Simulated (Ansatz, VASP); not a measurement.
BaTe in VASP and in Ansatz

```
Ba Te
1.0
     4.26247    0.00000    0.00000
     0.00000    4.28378    0.00000
     0.00000    0.00000    4.26247
Ba Te
1 1
Direct
  0.00000 0.00000 0.00000
  0.50000 0.50000 0.50000
```

Change from the starting cell: strain +0.0050 x Voigt [0, 1, 0, 0, 0, 0], atoms carried along.

Alike in both runs: task single point; functional PBEsol; k mesh 6 × 6 × 6; occupations gaussian, width 0.05 eV; no spin polarisation.

|  | VASP | Ansatz |
| --- | --- | --- |
| version | VASP 6.6.1 | Ansatz 0.2.0 |
| potentials or method | VASP PAW PBE potentials, release 64 (Ba_sv, Te), cutoff 520 eV | scalar-relativistic, plane waves, PAW |
| valence electrons in the cell | 16 | 26 |

Ansatz gave:

| Property | Result |
| --- | --- |
| gap on the k mesh at the Fermi level (eV) | 0.80 |
| least direct gap on the mesh (eV) | 0.97 |
| pressure (GPa) | -2.3 |
| traceless stress, the component that is largest in VASP (GPa) | -0.23 |

**Question.** Estimate VASP's values.

**Answer.** gap on the k mesh at the Fermi level (eV): 0.70; least direct gap on the mesh (eV): 0.87; pressure (GPa): -1.9; traceless stress, the component that is largest in VASP (GPa): -0.23.

VASP's potentials were made for PBE, not for PBEsol. The functional is the same, so the differences come from potentials, cutoffs and numerics. VASP's potentials hold 16 valence electrons a cell and Ansatz's 26, so a difference there can come from the potentials and not from the codes.

Neither program's run includes spin-orbit coupling.
